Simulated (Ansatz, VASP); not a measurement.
# Co in VASP and in Ansatz

```xyz
2
Lattice="2.4934 0.0000 0.0000 -1.2467 2.1593 0.0000 0.0000 0.0000 4.0311" Properties=species:S:1:pos:R:3 pbc="T T T"
Co    0.0000    1.4396    3.0233
Co    1.2467    0.7198    1.0078
```

Alike in both runs: functional PBE; k mesh 20 × 20 × 10; occupations gaussian, width 0.05 eV; collinear spin.

Ansatz relaxed the structure, and its values are those at the end. VASP's run is a single point on that final structure, the one shown.

```csv
,VASP,Ansatz
version,VASP 6.6.1,Ansatz 0.2.0
potentials or method,"VASP PAW PBE potentials, release 64 (Co), cutoff 520 eV","scalar-relativistic, plane waves, PAW"
valence electrons in the cell,18,34
```

|  | VASP | Ansatz | Ansatz less VASP |
| --- | --- | --- | --- |
| gap on the k mesh at the Fermi level (eV) | none | none | - |
| pressure (GPa) | -0.7 | 0.0 | +0.71 |
| net moment per atom (μB) | 1.60 | 1.60 | +0.008 |
| size of the moment on the site where the two differ most (μB) | 1.62 | 1.68 | +0.065 |

Site moments also hang on the region over which each program counts them. A gap of «none» marks a metal or a gap that the smearing closes. VASP's potentials hold 18 valence electrons a cell and Ansatz's 34, so a difference there can come from the potentials and not from the codes.
